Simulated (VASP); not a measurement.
Set up this calculation in VASP 6.6.1, as the native input.

- Task: single point
- Functional: PBEsol
- Potentials or basis: VASP PAW PBE potentials, release 64 (Pb_d)
- Cutoff: 520 eV
- k mesh: 14 × 14 × 8
- Occupations: fermi-dirac, width 0.08 eV
- Spin: no spin polarisation
- Dipole correction: no
- Further INCAR settings: ALGO = Normal; EDIFF = 1e-06; NBANDS = 21

The structure of Pb lies in POSCAR:

```
Pb
1.0
    3.4800006906      0.0000000000      0.0000000000
   -1.7400003453      3.0137690032      0.0000000000
    0.0000000000      0.0000000000      5.5900000000
Pb
2
Direct
    0.3333333333      0.6666666667      0.2500000000
    0.6666666667      0.3333333333      0.7500000000
```

This isn't the form of Pb at room conditions, which is fcc.

The input as run:

INCAR

```
  PREC = Accurate
  ENCUT = 520
  EDIFF = 1E-6
  ISMEAR = -1
  SIGMA = 0.08
  LREAL = F
  LASPH = T
  NELM = 80
  ALGO = Normal
  ISIF = 2
  LWAVE = F
  LCHARG = F
  GGA = PS
  NBANDS = 21
```

KPOINTS

```
Automatic mesh
0
Gamma
  14 14 8
```

Potentials or basis: VASP PAW PBE potentials, release 64 (Pb_d).

Launch:

```bash
$ cat potpaw_PBE.64/Pb_d/POTCAR > POTCAR
$ mpirun -np 1 vasp_std > vasp.out
```

It gave:

```
Pressure               : 0.9 GPa
Band gap on the k mesh : zero (bands 14 and 15 overlap by 7.43 eV)
```

Caveat: the PAW data sets were made with another functional, which shifts forces and pressure a little; spin-orbit coupling is left out, which moves the levels of the heavy elements.

Run time: 47 s on 1 thread of Intel(R) Xeon(R) 6975P-C (Granite Rapids), with other jobs on the host, peak memory 0.25 GiB.
